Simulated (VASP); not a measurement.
# TiO2 (P1) in VASP: a series of runs

Runs on TiO2. Level: PBE+U. Tasks: single point.

Everything below comes from runs of VASP 6.6.1. Logs are shortened: lines on timing, memory, paths and dates and some standing lists are left out, and cuts for length are marked.

## Step 1: The cell of the first run

The typed cell holds 18 atoms: a = 6.006 Å, b = 6.600 Å, c = 10.402 Å, α = 90.00°, β = 90.00°, γ = 90.00°.

## Step 2: Single point, PBE+U

Input file INCAR:

```
SYSTEM = TiO2
PREC     = Accurate       ! precision mode
ENCUT    = 520            ! plane-wave cutoff, eV
EDIFF    = 1E-6           ! SCF threshold, eV
ISMEAR   = -1             ! smearing method
SIGMA    = 0.3705         ! smearing width, eV
LREAL    = .False.        ! projectors in reciprocal space
LASPH    = .True.         ! aspherical terms in the spheres
NELM     = 200            ! most SCF steps
ALGO     = Normal         ! electronic algorithm
ISIF     = 2              ! what is computed and relaxed
LWAVE    = .False.        ! write WAVECAR
LCHARG   = .False.        ! write CHGCAR
LMAXMIX  = 4              ! l up to which the mixer works
LDAU     = .True.         ! DFT+U
LDAUTYPE = 2            
LDAUL    = 2 -1           ! shell
LDAUU    = 4 0            ! U, eV
LDAUJ    = 0 0          
LDAUPRINT= 1            
GGA      = PE             ! functional
NBANDS   = 87             ! bands
GGA_COMPAT= .False.
```

Input file KPOINTS:

```
Automatic mesh
0
Gamma
  2 2 1
  0.5 0.5 0
```

Input file POSCAR:

```
TiO2
1.0
    3.0027576444     -5.2009288029      0.0000000000
    0.0000000000      0.0000000000     -6.6000635790
    9.0082729331      5.2009288029      0.0000000000
Ti O
6 12
Direct
    0.1302199720      0.6467189216      0.1907466610
    0.8075854630      0.7368188112      0.7424847834
   -0.0487317817      0.3614678816      0.5033273041
    0.4587216178      0.3881817151     -0.0272550406
    0.7578462025      1.0713799822      0.1967808408
    0.2702071943      1.0155399141      0.7327243891
    1.0418243726      0.8162838033      0.1121638863
    0.5316568006      0.9372420320      0.6684350621
    0.0958812569      0.5525807375      0.4302640308
    0.5664731381      0.5835349848      0.8688747013
    0.9549765870      0.1608555717      0.3448694080
    0.3375562345      0.2274206880      0.8426071782
    0.6272107774      0.2157767093      0.0811842680
    0.2119699183      0.2386842159      0.5933462215
    0.2623238010      0.4494229434      0.0898076920
    0.8193826105      0.5296995943      0.6160225877
    0.5653064039      0.8883894723      0.2458371200
    1.0500058692      0.8476833493      0.7791946250
```

Potentials or basis: VASP PAW PBE potentials, release 64 (Ti_sv, O).

Launch:

```bash
cat potpaw_PBE.64/Ti_sv/POTCAR potpaw_PBE.64/O/POTCAR > POTCAR
mpirun -np 1 vasp_std > vasp.out
```

OUTCAR:

```text
SYSTEM = TiO2
   PREC = Accurate
   ENCUT = 520
   EDIFF = 1E-6
   ISMEAR = -1
   LREAL = .False.
   LASPH = .True.
   NELM = 200
   ISIF = 2
   GGA = PE

 ion  position               nearest neighbor table
   1  0.130  0.647  0.191-   7 1.48  15 1.85
   2  0.808  0.737  0.742-  18 1.67  16 1.90  10 2.20   8 2.26
   3  0.951  0.361  0.503-   9 1.71  16 1.80  14 2.00  11 2.11
   4  0.459  0.388  0.973-  15 1.74  10 1.80  12 1.87  13 1.89
   5  0.758  0.071  0.197-  13 1.72  17 1.75  11 2.03
   6  0.270  0.016  0.733-   8 1.78  18 1.79  12 1.85  14 2.10
   7  0.042  0.816  0.112-   1 1.48
   8  0.532  0.937  0.668-   6 1.78   2 2.26
   9  0.096  0.553  0.430-   3 1.71
  10  0.566  0.584  0.869-   4 1.80   2 2.20
  11  0.955  0.161  0.345-   5 2.03   3 2.11
  12  0.338  0.227  0.843-   6 1.85   4 1.87
  13  0.627  0.216  0.081-   5 1.72   4 1.89
  14  0.212  0.239  0.593-   3 2.00   6 2.10
  15  0.262  0.449  0.090-   4 1.74   1 1.85
  16  0.819  0.530  0.616-   3 1.80   2 1.90
  17  0.565  0.888  0.246-   5 1.75
  18  0.050  0.848  0.779-   2 1.67   6 1.79

  LATTYP: Found a simple orthorhombic cell.
 ALAT       =     6.0055152888
 B/A-ratio  =     1.0990003791
 C/A-ratio  =     1.7320508076

  Lattice vectors:

 A1 = (   3.0027576444,  -5.2009288029,   0.0000000000)
 A2 = (   0.0000000000,   0.0000000000,  -6.6000635790)
 A3 = (   9.0082729331,   5.2009288029,   0.0000000000)

Analysis of symmetry for initial positions (statically):
=====================================================================
 Subroutine PRICEL returns:
 Original cell was already a primitive cell.

 Routine SETGRP: Setting up the symmetry group for a
 simple orthorhombic supercell.

 Subroutine GETGRP returns: Found  1 space group operations
 (whereof  1 operations were pure point group operations)
 out of a pool of  8 trial point group operations.

The static configuration has the point symmetry C_1 .

Analysis of symmetry for dynamics (positions and initial velocities):
=====================================================================
 Subroutine PRICEL returns:
 Original cell was already a primitive cell.

 Routine SETGRP: Setting up the symmetry group for a
 simple orthorhombic supercell.

 Subroutine GETGRP returns: Found  1 space group operations
 (whereof  1 operations were pure point group operations)
 out of a pool of  8 trial point group operations.

The dynamic configuration has the point symmetry C_1 .

 Subroutine INISYM returns: Found  1 space group operations
 (whereof  1 operations are pure point group operations),
 and found     1 'primitive' translations

----------------------------------------------------------------------------------------

                                     Primitive cell

  volume of cell :     412.2962

  direct lattice vectors                    reciprocal lattice vectors
     3.002757644 -5.200928803  0.000000000     0.083256802 -0.144205012  0.000000000
     0.000000000  0.000000000 -6.600063579     0.000000000  0.000000000 -0.151513692
     9.008272933  5.200928803  0.000000000     0.083256802  0.048068337  0.000000000

  length of vectors
     6.005515289  6.600063579 10.401857606     0.166513605  0.151513692  0.096136675

  position of ions in fractional coordinates (direct lattice)
     0.130219972  0.646718922  0.190746661
     0.807585463  0.736818811  0.742484783
     0.951268218  0.361467882  0.503327304
     0.458721618  0.388181715  0.972744959
     0.757846202  0.071379982  0.196780841
     0.270207194  0.015539914  0.732724389
[... 10 lines left out ...]
     0.565306404  0.888389472  0.245837120
     0.050005869  0.847683349  0.779194625

  ion indices of the primitive-cell ions
   primitive index   ion index
                 1           1
                 2           2
                 3           3
                 4           4
                 5           5
                 6           6
[... 10 lines left out ...]
                17          17
[... 25 lines left out ...]

 Found      2 irreducible k-points:

 Following reciprocal coordinates:
            Coordinates               Weight
  0.250000  0.250000  0.000000      2.000000
  0.250000 -0.250000  0.000000      2.000000
   k-points           NKPTS =      2   k-points in BZ     NKDIM =      2   number of bands    NBANDS=     87
   number of dos      NEDOS =    301   number of ions     NIONS =     18
   total plane-waves  NPLWV = 192000
   dimension x,y,z NGX =    48 NGY =   50 NGZ =   80
   dimension x,y,z NGXF=    96 NGYF=  100 NGZF=  160
   ions per type =               6  12
   NGX,Y,Z   is equivalent  to a cutoff of  13.29, 12.59, 12.79 a.u.
   NGXF,Y,Z  is equivalent  to a cutoff of  26.57, 25.19, 25.57 a.u.
 SYSTEM =  TiO2
   PREC   = accura    normal or accurate (medium, high low for compatibility)
   ISTART =      0    job   : 0-new  1-cont  2-samecut
   ICHARG =      2    charge: 1-file 2-atom 10-const
   ISPIN  =      1    spin polarized calculation?
   LNONCOLLINEAR =      F non collinear calculations
   LSORBIT =      F    spin-orbit coupling
   LASPH  =      T    aspherical Exc in radial PAW
   ENCUT  =  520.0 eV  38.22 Ry    6.18 a.u.  11.17 12.27 19.34*2*pi/ulx,y,z
   NELM   =    200;   NELMIN=  2; NELMDL= -5     # of ELM steps
   EDIFF  = 0.1E-05   stopping-criterion for ELM
   LREAL  =      F    real-space projection
   EDIFFG = 0.1E-04   stopping-criterion for IOM
   NSW    =      0    number of steps for IOM
   IBRION =     -1    ionic relax: 0-MD 1-quasi-New 2-CG
   NFREE  =      0    steps in history (QN), initial steepest desc. (CG)
   ISIF   =      2    stress and relaxation
   ISYM   =      2    0-nonsym 1-usesym 2-fastsym
   POTIM  = 0.5000    time-step for ionic-motion
   TEBEG  =    0.0;   TEEND  =   0.0 temperature during run
   PSTRESS=    0.0 pullay stress
   NELECT =     144.0000    total number of electrons
   NUPDOWN=      -1.0000    fix difference up-down
   EMIN   =  10.00;   EMAX   =-10.00  energy-range for DOS
   EFERMI =   0.00;   METHOD = LEGACY
   ISMEAR =    -1;   SIGMA  =   0.37  broadening in eV -4-tet -1-fermi 0-gaus
   EFERMI_NEDOS =   21; number of points for ismear=-14 and -15
   IALGO  =     38    algorithm
   IMIX   =      4    mixing-type and parameters
     AMIX     =   0.40;   BMIX     =  1.00
     AMIX_MAG =   1.60;   BMIX_MAG =  1.00
  volume/ion in A,a.u.               =      22.91       154.57
  Fermi-wavevector in a.u.,A,eV,Ry     =   1.152902  2.178670 18.084647  1.329184
  Thomas-Fermi vector in A             =   2.289550
   LORBIT       =      0    0 simple, 1 ext, 2 COOP (PROOUT), +10 PAW based schemes
 LDA+U is selected, type is set to LDAUTYPE =  2
   angular momentum for each species LDAUL =     2   -1
   U (eV)           for each species LDAUU =   4.0  0.0
   J (eV)           for each species LDAUJ =   0.0  0.0
   GGA     = PE    functional components
   LHFCALC =     F    Hartree Fock is set to
   AEXX    =    0.0000 exact exchange contribution
   IVDW    =     0    specifies the selected vdW correction
   LEPSILON=     F    determine dielectric tensor
   LRPA    =     F    only Hartree local field effects (RPA)
 non-spin polarized calculation
  energy-cutoff  :      520.00
  volume of cell :      412.30
 maximum number of plane-waves:     11085
 NGX is ok and might be reduce to    48
   NGX = 23   NGY = 25   NGZ = 39

atom =   1  type =  1  l = 2

 onsite density matrix

spin component  1
[... 182 lines left out ...]
  o =  0.1076  v = -0.0129  0.0942 -0.8938 -0.1734  0.4026  0.0000  0.0000  0.0000  0.0000  0.0000      0.0000  0.0000  0.0000  0.0000  0.0000  0.0000  0.0000  0.0000  0.0000  0.0000
  o =  0.1076  v =  0.0000  0.0000  0.0000  0.0000  0.0000 -0.0129  0.0942 -0.8938 -0.1734  0.4026      0.0000  0.0000  0.0000  0.0000  0.0000  0.0000  0.0000  0.0000  0.0000  0.0000
  o =  0.1217  v =  0.0000  0.0000  0.0000  0.0000  0.0000  0.9325  0.1230 -0.1490  0.0854 -0.2930      0.0000  0.0000  0.0000  0.0000  0.0000  0.0000  0.0000  0.0000  0.0000  0.0000
  o =  0.1217  v =  0.9325  0.1230 -0.1490  0.0854 -0.2930  0.0000  0.0000  0.0000  0.0000  0.0000      0.0000  0.0000  0.0000  0.0000  0.0000  0.0000  0.0000  0.0000  0.0000  0.0000
  o =  0.1921  v = -0.0265 -0.0279  0.0101 -0.9276 -0.3714  0.0000  0.0000  0.0000  0.0000  0.0000      0.0000  0.0000  0.0000  0.0000  0.0000  0.0000  0.0000  0.0000  0.0000  0.0000
  o =  0.1921  v =  0.0000  0.0000  0.0000  0.0000  0.0000 -0.0265 -0.0279  0.0101 -0.9276 -0.3714      0.0000  0.0000  0.0000  0.0000  0.0000  0.0000  0.0000  0.0000  0.0000  0.0000
  o =  0.2148  v =  0.0000  0.0000  0.0000  0.0000  0.0000 -0.2218  0.9321 -0.0371  0.0862 -0.2704      0.0000  0.0000  0.0000  0.0000  0.0000  0.0000  0.0000  0.0000  0.0000  0.0000
  o =  0.2148  v = -0.2218  0.9321 -0.0371  0.0862 -0.2704  0.0000  0.0000  0.0000  0.0000  0.0000      0.0000  0.0000  0.0000  0.0000  0.0000  0.0000  0.0000  0.0000  0.0000  0.0000
  o =  0.2615  v =  0.0000  0.0000  0.0000  0.0000  0.0000 -0.2836 -0.3261 -0.4213  0.3078 -0.7355      0.0000  0.0000  0.0000  0.0000  0.0000  0.0000  0.0000  0.0000  0.0000  0.0000
  o =  0.2615  v = -0.2836 -0.3261 -0.4213  0.3078 -0.7355  0.0000  0.0000  0.0000  0.0000  0.0000      0.0000  0.0000  0.0000  0.0000  0.0000  0.0000  0.0000  0.0000  0.0000  0.0000

 number of electron     144.0000010 magnetization

 Free energy of the ion-electron system (eV)
  ---------------------------------------------------
  ext. energy  EPLUGINS =         0.00000000
  ---------------------------------------------------
  free energy    TOTEN  =      -130.55288253 eV

  energy without entropy =     -129.25142145  energy(sigma->0) =     -129.90215199

 E-fermi :   0.1312     XC(G=0):  -7.0929

 val. band max:       -0.7608588126   @ k =   0.2500  -0.2500   0.0000
 cond. band min:       1.0076758577   @ k =   0.2500  -0.2500   0.0000
 fundamental gap:      1.7685346702
 Fermi energy:         0.1312323143

 k-point     1 :       0.2500    0.2500    0.0000
  band No.  band energies     occupation
      1     -59.4175      2.00000
      2     -59.1278      2.00000
      3     -58.3942      2.00000
      4     -58.2753      2.00000
      5     -58.1036      2.00000
      6     -57.7646      2.00000
[... 76 lines left out ...]
     83       2.5977      0.00257
     84       2.7522      0.00169

 k-point     2 :       0.2500   -0.2500    0.0000
  band No.  band energies     occupation
      1     -59.4175      2.00000
      2     -59.1278      2.00000
      3     -58.3942      2.00000
      4     -58.2753      2.00000
      5     -58.1036      2.00000
      6     -57.7646      2.00000
[... 76 lines left out ...]
     83       2.5969      0.00257
     84       2.8623      0.00126
 [bands above 84 left out]

------------------------ aborting loop because EDIFF is reached ----------------------------------------

  FORCE on cell =-STRESS in cart. coord.  units (eV):
  Direction    XX          YY          ZZ          XY          YZ          ZX
  --------------------------------------------------------------------------------------
  -------------------------------------------------------------------------------------
  Total       -2.3688673      2.2640949      5.8844710     -2.4435272      0.2929742      7.0433531
  in kB       -9.2053862      8.7982422     22.8669747     -9.4955137      1.1384938     27.3703746
  external PRESSURE =       7.4866102 kB  Pullay stress =       0.0000000 kB

 VOLUME and BASIS-vectors are now :
 -----------------------------------------------------------------------------
  energy-cutoff  :      520.00
  volume of cell :      412.30
      direct lattice vectors                 reciprocal lattice vectors
     3.002757644 -5.200928803  0.000000000     0.083256802 -0.144205012  0.000000000
     0.000000000  0.000000000 -6.600063579     0.000000000  0.000000000 -0.151513692
     9.008272933  5.200928803  0.000000000     0.083256802  0.048068337  0.000000000

 POSITION                                       TOTAL-FORCE (eV/Angst)
 -----------------------------------------------------------------------------------
      2.10932      0.31480     -4.26839        11.128842      0.116460      9.558635
      9.11349     -0.33858     -4.86305        -6.497257      6.468473      3.865209
      7.39054     -2.32971     -2.38571         0.419745     -4.077108      3.237970
     10.14018      2.67340     -2.56202        -1.944052     -2.845481      1.652954
      4.04828     -2.91806     -0.47111         4.896732      0.207547      3.022465
      7.41195      2.40552     -0.10256        -1.185963     -4.550201     -5.760248
[... 10 lines left out ...]
      3.91205     -1.66154     -5.86343        -0.312238     -0.505221     -0.032068
      7.16935      3.79246     -5.59476         2.379153     -0.298728      0.119382
 -----------------------------------------------------------------------------------
    total drift:                               -0.000036      0.001147      0.002542

  FREE ENERGIE OF THE ION-ELECTRON SYSTEM (eV)
  ---------------------------------------------------
  free  energy   TOTEN  =      -130.5528825280 eV

  energy  without entropy=     -129.2514214451  energy(sigma->0) =     -129.90215199
```

Wall time 4.2 min (1 thread of Oxide Virtual Turin-like, shared host); peak memory 0.4 GiB.

What came out:

| Property | Result |
| --- | --- |
| Free energy | -130.5529 eV |
| Pressure | 0.7 GPa |
| Largest force | 14.671 eV/Å |
| Band gap on the k mesh | 1.77 eV |

Forces in eV/Å, atoms in the order of the input:
```
Ti   11.129   0.116   9.559
Ti   -6.497   6.468   3.865
Ti    0.420  -4.077   3.238
Ti   -1.944  -2.845   1.653
Ti    4.897   0.208   3.022
Ti   -1.186  -4.550  -5.760
O    -8.511   1.324 -10.093
O     2.160  -1.227   1.864
O    -2.253  -1.945  -1.513
O     0.775  -2.296  -1.836
O    -1.927   1.649  -0.652
O     0.915   0.890   0.772
O    -2.151  -0.894  -2.109
O    -0.239   2.175   1.619
O     0.267   3.069  -1.334
O     2.079   2.739  -2.382
O    -0.312  -0.505  -0.032
O     2.379  -0.299   0.119
```

Levels at points of the mesh, in eV from the valence-band top:
```tsv
k point	band 68	band 69	band 70	band 71	band 72	band 73	band 74	band 75	band 76	band 77
(0.25, 0.25, 0.00)	-0.92	-0.76	-0.34	-0.21	-0.02	1.80	2.03	2.25	2.34	2.66
```

Eigenvalues of the final occupation matrices:
```
    site  spin  trace               eigenvalues
site 1 d     1   1.12  0.07 0.13 0.20 0.24 0.48
site 1 d     2   1.12  0.07 0.13 0.20 0.24 0.48
site 2 d     1   0.87  0.11 0.13 0.15 0.20 0.28
site 2 d     2   0.87  0.11 0.13 0.15 0.20 0.28
site 3 d     1   0.92  0.12 0.13 0.14 0.21 0.32
site 3 d     2   0.92  0.12 0.13 0.14 0.21 0.32
site 4 d     1   0.92  0.11 0.13 0.19 0.24 0.25
site 4 d     2   0.92  0.11 0.13 0.19 0.24 0.25
site 5 d     1   0.94  0.12 0.13 0.16 0.22 0.32
site 5 d     2   0.94  0.12 0.13 0.16 0.22 0.32
site 6 d     1   0.90  0.11 0.12 0.19 0.21 0.26
site 6 d     2   0.90  0.11 0.12 0.19 0.21 0.26
```

Caveat: the k points lie up to 0.60 Å⁻¹ apart; atoms lie so close that the PAW spheres overlap strongly, which falsifies energies and pressures; the atoms stand as in a frame of molecular dynamics; so wide a smearing shifts energies and pressures; a shifted mesh leaves out Γ, where band edges can lie; forces of over 1 eV/Å act on the atoms, so gaps and moduli don't describe the material at rest. A k mesh can miss the band edges.

(Continued in part 2 of 2.)
